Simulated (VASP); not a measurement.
## Ho: relaxation of cell and atoms with PBE

Ho:

```xyz
2
Lattice="3.5800 0.0000 0.0000 -1.7900 3.1004 0.0000 0.0000 0.0000 5.6206" Properties=species:S:1:pos:R:3 pbc="T T T"
Ho    0.0000    2.0669    4.2154
Ho    1.7900    1.0335    1.4051
```

- Program: VASP 6.6.1
- Task: relaxation of cell and atoms
- Functional: PBE
- Potentials or basis: VASP PAW PBE potentials, release 64 (Ho)
- Cutoff: 600 eV
- k mesh: 6 × 6 × 4
- Occupations: gaussian, width 0.05 eV
- Spin: collinear spin, ferromagnetic start
- Starting moments: [4.0, 4.0] μB
- Dipole correction: no
- Further INCAR settings: ALGO = Normal; EDIFF = 1e-07; IBRION = 2; EDIFFG = -0.03; NSW = 80; ISIF = 3

```
Relaxed volume                                        : 34.72 Å³/atom
Relaxed cell                                          : a = 3.698 Å, b = 3.698 Å, c = 5.862 Å, α = 90.00°, β = 90.00°, γ = 120.00°
Space group after relaxing (to 0.05 Å)                : P6_3/mmc (No. 194)
Energy gained by relaxing                             : 7.4 meV/atom
Ionic steps                                           : 6
Pressure after relaxing                               : -0.1 GPa
Net moment                                            : -7.59 μB per cell
Site moments                                          : Ho -3.52 μB
Valence electrons inside the program's atomic spheres : Ho 18.54
```

Stress tensor (GPa, compression positive):
```
-0.11  0.00  0.00
 0.00 -0.11  0.00
 0.00  0.00  0.01
```

Step by step:
| step | energy change (eV) | largest force (eV/Å) | pressure (GPa) | volume (Å³) |
| --- | --- | --- | --- | --- |
| 1 | 0.0000 | 0.0000 | 2.46 | 62.38 |
| 2 | -0.0085 | 0.0000 | 0.87 | 66.81 |
| 3 | -0.0140 | 0.0000 | 0.01 | 69.14 |
| 4 | -0.0140 | 0.0000 | 0.14 | 68.93 |
| 5 | -0.0148 | 0.0000 | 0.07 | 69.22 |
| 6 | -0.0147 | 0.0000 | -0.07 | 69.43 |

Final structure:
```xyz
2
Lattice="3.6983 0.0000 0.0000 -1.8491 3.2028 0.0000 0.0000 0.0000 5.8619" Properties=species:S:1:pos:R:3 pbc="T T T"
Ho    0.0000    2.1352    4.3964
Ho    1.8491    1.0676    1.4655
```

Levels at points of the mesh, in eV from the Fermi level:
Spin up:
| k point | band 14 | band 15 | band 16 | band 17 | band 18 | band 19 | band 20 | band 21 | band 22 | band 23 |
| --- | --- | --- | --- | --- | --- | --- | --- | --- | --- | --- |
| (0.00, 0.00, 0.00) | -0.11 | -0.08 | -0.08 | -0.05 | -0.05 | 0.69 | 0.69 | 0.76 | 0.76 | 0.96 |
| (0.50, 0.00, 0.00) | -0.24 | -0.24 | -0.07 | -0.02 | 0.02 | 0.04 | 0.39 | 0.67 | 0.67 | 0.67 |
| (0.00, 0.00, 0.50) | -0.11 | -0.06 | -0.06 | -0.06 | -0.06 | 0.74 | 0.74 | 0.74 | 0.74 | 1.00 |
| (0.50, 0.00, 0.50) | -0.24 | -0.14 | -0.14 | 0.00 | 0.00 | 0.64 | 0.64 | 0.71 | 0.71 | 0.77 |
Spin down:
| k point | band 23 | band 24 | band 25 | band 26 | band 27 | band 28 |
| --- | --- | --- | --- | --- | --- | --- |
| (0.00, 0.00, 0.00) | -1.78 | -1.78 | 0.75 | 2.22 | 2.22 | 2.36 |
| (0.50, 0.00, 0.00) | -1.83 | -0.99 | -0.58 | -0.09 | 1.57 | 1.90 |
| (0.00, 0.00, 0.50) | -1.78 | -1.78 | 1.17 | 1.17 | 2.14 | 2.14 |
| (0.50, 0.00, 0.50) | -1.63 | -1.63 | 0.24 | 0.24 | 1.48 | 1.48 |

Wall time 46 min on 1 thread of AMD EPYC 7R43 64-Core Processor (Zen 3) (shared host), peak memory 0.26 GiB.

Caveat: the magnetic or orbital state may not be the lowest; spin-orbit coupling is left out, which moves the levels of the heavy elements. The state reached can hang on the start; a lower one may exist.
